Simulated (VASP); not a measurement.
# NaF (Fm-3m) in VASP: notebook

Aim: see how the results for NaF move with the level of theory and the settings. Levels: PBE, PBE+D3(BJ), r2SCAN. Tasks: single point, relaxation of cell and atoms.

All numbers are computed with VASP 6.6.1; they aren't measurements. Logs are shortened: lines on timing, memory, paths and dates and some standing lists are left out, and cuts for length are marked.

## (1) The cell of the first run

It takes space group Fm-3m (No. 225, cubic). The conventional cell has a = 4.701 Å, b = 4.701 Å, c = 4.701 Å, α = 90.00°, β = 90.00°, γ = 90.00°. Na (site symmetry m-3m) has 6 F at 2.35 Å within 3.1 Å. Within 3.1 Å of F (site symmetry m-3m) lie 6 Na at 2.35 Å.

## (2) Single point, PBE

The input, INCAR:

```
ALGO = Normal
EDIFF = 1E-6
ENCUT = 600
GGA = PE
GGA_COMPAT = False
ISIF = 2
ISMEAR = 0
LASPH = True
LCHARG = False
LREAL = False
LWAVE = False
NBANDS = 14
NELM = 120
PREC = Accurate
SIGMA = 0.01
```

The input, KPOINTS:

```
k-points
0
Gamma
  8 8 8
```

The input, POSCAR:

```
NaF
1.0
    0.0000000000      2.3505073563      2.3505073563
    2.3505073563      0.0000000000      2.3505073563
    2.3505073563      2.3505073563      0.0000000000
Na F
1 1
Direct
    0.0000000000      0.0000000000      0.0000000000
    0.5000000000      0.5000000000      0.5000000000
```

Potentials or basis: VASP PAW PBE potentials, release 64 (Na_pv, F).

Run with:

```sh
$ cat potpaw_PBE.64/Na_pv/POTCAR potpaw_PBE.64/F/POTCAR > POTCAR
$ mpirun -np 1 vasp_std > vasp.out
```

OUTCAR:

```text
EDIFF = 1E-6
   ENCUT = 600
   GGA = PE
   ISIF = 2
   ISMEAR = 0
   LASPH = True
   LREAL = False
   NELM = 120
   PREC = Accurate

 ion  position               nearest neighbor table
   1  0.000  0.000  0.000-
   2  0.500  0.500  0.500-

  LATTYP: Found a face centered cubic cell.
 ALAT       =     4.7010147126

  Lattice vectors:

 A1 = (   0.0000000000,   2.3505073563,   2.3505073563)
 A2 = (   2.3505073563,   0.0000000000,   2.3505073563)
 A3 = (   2.3505073563,   2.3505073563,   0.0000000000)

Analysis of symmetry for initial positions (statically):
=====================================================================
 Subroutine PRICEL returns:
 Original cell was already a primitive cell.

 Routine SETGRP: Setting up the symmetry group for a
 face centered cubic supercell.

 Subroutine GETGRP returns: Found 48 space group operations
 (whereof 48 operations were pure point group operations)
 out of a pool of 48 trial point group operations.

The static configuration has the point symmetry O_h .

Analysis of symmetry for dynamics (positions and initial velocities):
=====================================================================
 Subroutine PRICEL returns:
 Original cell was already a primitive cell.

 Routine SETGRP: Setting up the symmetry group for a
 face centered cubic supercell.

 Subroutine GETGRP returns: Found 48 space group operations
 (whereof 48 operations were pure point group operations)
 out of a pool of 48 trial point group operations.

The dynamic configuration has the point symmetry O_h .

 Subroutine INISYM returns: Found 48 space group operations
 (whereof 48 operations are pure point group operations),
 and found     1 'primitive' translations

----------------------------------------------------------------------------------------

                                     Primitive cell

  volume of cell :      25.9726

  direct lattice vectors                    reciprocal lattice vectors
     0.000000000  2.350507356  2.350507356    -0.212720032  0.212720032  0.212720032
     2.350507356  0.000000000  2.350507356     0.212720032 -0.212720032  0.212720032
     2.350507356  2.350507356  0.000000000     0.212720032  0.212720032 -0.212720032

  length of vectors
     3.324119382  3.324119382  3.324119382     0.368441903  0.368441903  0.368441903

  position of ions in fractional coordinates (direct lattice)
     0.000000000  0.000000000  0.000000000
     0.500000000  0.500000000  0.500000000
[... 81 lines left out ...]
   IBRION =     -1    ionic relax: 0-MD 1-quasi-New 2-CG
   NFREE  =      0    steps in history (QN), initial steepest desc. (CG)
   ISIF   =      2    stress and relaxation
   ISYM   =      2    0-nonsym 1-usesym 2-fastsym
   POTIM  = 0.5000    time-step for ionic-motion
   TEBEG  =    0.0;   TEEND  =   0.0 temperature during run
   PSTRESS=    0.0 pullay stress
   NELECT =      14.0000    total number of electrons
   NUPDOWN=      -1.0000    fix difference up-down
   EMIN   =  10.00;   EMAX   =-10.00  energy-range for DOS
   EFERMI =   0.00;   METHOD = LEGACY
   ISMEAR =     0;   SIGMA  =   0.01  broadening in eV -4-tet -1-fermi 0-gaus
   EFERMI_NEDOS =   21; number of points for ismear=-14 and -15
   IALGO  =     38    algorithm
   IMIX   =      4    mixing-type and parameters
     AMIX     =   0.40;   BMIX     =  1.00
     AMIX_MAG =   1.60;   BMIX_MAG =  1.00
  volume/ion in A,a.u.               =      12.99        87.64
  Fermi-wavevector in a.u.,A,eV,Ry     =   1.332332  2.517743 24.151830  1.775109
  Thomas-Fermi vector in A             =   2.461275
   LORBIT       =      0    0 simple, 1 ext, 2 COOP (PROOUT), +10 PAW based schemes
   GGA     = PE    functional components
   LHFCALC =     F    Hartree Fock is set to
   AEXX    =    0.0000 exact exchange contribution
   IVDW    =     0    specifies the selected vdW correction
   LEPSILON=     F    determine dielectric tensor
   LRPA    =     F    only Hartree local field effects (RPA)
 non-spin polarized calculation
 Gauss-broadening in eV      SIGMA  =   0.01
  energy-cutoff  :      600.00
  volume of cell :       25.97
 maximum number of plane-waves:       893
   NGX = 13   NGY = 13   NGZ = 13

 number of electron      14.0000002 magnetization

 Free energy of the ion-electron system (eV)
  ---------------------------------------------------
  ext. energy  EPLUGINS =         0.00000000
  ---------------------------------------------------
  free energy    TOTEN  =        -8.57122533 eV

  energy without entropy =       -8.57122533  energy(sigma->0) =       -8.57122533

 E-fermi :  -2.2259     XC(G=0):  -8.9512

 val. band max:       -2.2679719825   @ k =   0.0000   0.0000   0.0000
 cond. band min:       3.8067490989   @ k =   0.0000   0.0000   0.0000
 fundamental gap:      6.0747210813
 Fermi energy:        -2.2259179515

 k-point     1 :       0.0000    0.0000    0.0000
  band No.  band energies     occupation
      1     -21.3719      2.00000
      2     -21.3437      2.00000
      3     -21.3437      2.00000
      4     -21.3437      2.00000
      5      -2.2680      2.00000
      6      -2.2680      2.00000
      7      -2.2680      2.00000
      8       3.8067      0.00000
      9      16.4016      0.00000
     10      16.4016      0.00000
     11      16.4016      0.00000
     12      19.1800      0.00000
     13      21.3059      0.00000
     14      21.3059      0.00000
[... 377 lines left out ...]
      1     -21.8993      2.00000
      2     -21.3906      2.00000
      3     -21.3705      2.00000
      4     -20.6697      2.00000
      5      -3.5013      2.00000
      6      -2.8097      2.00000
      7      -2.5809      2.00000
      8       9.2383      0.00000
      9      10.1048      0.00000
     10      14.4062      0.00000
     11      16.2079      0.00000
     12      19.4083      0.00000
     13      20.4307      0.00000
     14      25.0439      0.00000

 [... further k-points ...]
[... 5 lines left out ...]
  --------------------------------------------------------------------------------------
  -------------------------------------------------------------------------------------
  Total       -0.0407997     -0.0407997     -0.0407997      0.0000000      0.0000000      0.0000000
  in kB       -2.5168207     -2.5168207     -2.5168207      0.0000000      0.0000000      0.0000000
  external PRESSURE =      -2.5168207 kB  Pullay stress =       0.0000000 kB

 VOLUME and BASIS-vectors are now :
 -----------------------------------------------------------------------------
  energy-cutoff  :      600.00
  volume of cell :       25.97
      direct lattice vectors                 reciprocal lattice vectors
     0.000000000  2.350507356  2.350507356    -0.212720032  0.212720032  0.212720032
     2.350507356  0.000000000  2.350507356     0.212720032 -0.212720032  0.212720032
     2.350507356  2.350507356  0.000000000     0.212720032  0.212720032 -0.212720032

 POSITION                                       TOTAL-FORCE (eV/Angst)
 -----------------------------------------------------------------------------------
      0.00000      0.00000      0.00000         0.000000     -0.000000      0.000000
      2.35051      2.35051      2.35051        -0.000000      0.000000     -0.000000
 -----------------------------------------------------------------------------------
    total drift:                                0.000000      0.000000      0.000000

  FREE ENERGIE OF THE ION-ELECTRON SYSTEM (eV)
  ---------------------------------------------------
  free  energy   TOTEN  =        -8.5712253335 eV

  energy  without entropy=       -8.5712253335  energy(sigma->0) =       -8.57122533
```

OSZICAR:

```text
N       E                     dE             d eps       ncg     rms          rms(c)
DAV:   1     0.116054356685E+03    0.11605E+03   -0.82177E+03   830   0.134E+03
DAV:   2    -0.376187045778E+01   -0.11982E+03   -0.11008E+03   890   0.360E+02
DAV:   3    -0.942712213102E+01   -0.56653E+01   -0.56536E+01  1016   0.718E+01
DAV:   4    -0.947344368494E+01   -0.46322E-01   -0.46319E-01   884   0.688E+00
DAV:   5    -0.947394224984E+01   -0.49856E-03   -0.49856E-03  1022   0.704E-01    0.542E+00
DAV:   6    -0.858117156872E+01    0.89277E+00   -0.31586E+00   966   0.146E+01    0.187E+00
DAV:   7    -0.856932055905E+01    0.11851E-01   -0.29293E-02   842   0.206E+00    0.106E+00
DAV:   8    -0.857059797385E+01   -0.12774E-02   -0.31554E-02   872   0.366E+00    0.155E-01
DAV:   9    -0.857136583140E+01   -0.76786E-03   -0.44782E-03   956   0.613E-01    0.138E-01
DAV:  10    -0.857122575570E+01    0.14008E-03   -0.91937E-04   890   0.313E-01    0.122E-02
DAV:  11    -0.857122477862E+01    0.97707E-06   -0.32512E-05   932   0.900E-02    0.420E-03
DAV:  12    -0.857122533353E+01   -0.55491E-06   -0.16729E-06   884   0.172E-02
   1 F= -.85712253E+01 E0= -.85712253E+01  d E =-.689274E-12
```

Run time: 18 s. Hardware: 1 thread of Intel Xeon 8259CL, shared host; peak memory 0.15 GiB.

What came out:

```yaml
Free_energy: -8.5712 eV
Pressure: -0.3 GPa
Band_gap_on_the_k_mesh: 6.07 eV, direct
```

[end of part 1 of 2]
